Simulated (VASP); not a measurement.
H7C16, 23 atoms in the cell. The cell holds a slab with vacuum, 23 atoms: a = 5.049 Å, b = 5.049 Å, c = 16.776 Å, α = 90.00°, β = 90.00°, γ = 60.00°. 

| Quantity | Value |
| --- | --- |
| Program | VASP 6.6.1 |
| Task | single point |
| Functional | LDA |
| Potentials or basis | VASP PAW LDA potentials, release 64 (H, C) |
| Cutoff | 520 eV |
| k mesh | 3 × 3 × 1 |
| Occupations | fermi-dirac, width 0.02 eV |
| Spin | no spin polarisation |
| Dipole correction | no |
| Further INCAR settings | LREAL = Auto; ALGO = Normal; EDIFF = 1e-07; NBANDS = 52 |

Potentials or basis: VASP PAW LDA potentials, release 64 (H, C).

The run is started by

```console
$ cat potpaw_LDA.64/H/POTCAR potpaw_LDA.64/C/POTCAR > POTCAR
$ mpirun -np 1 vasp_std > vasp.out
```

Hardware: 1 thread of Intel Xeon 8259CL (shared host).

Q: How long does it take, and how much memory?

A: Wall time 5.4 min on 1 thread of Intel Xeon 8259CL, on a shared host, peak memory 0.37 GiB. Counts: scf iterations 24, k points 5.
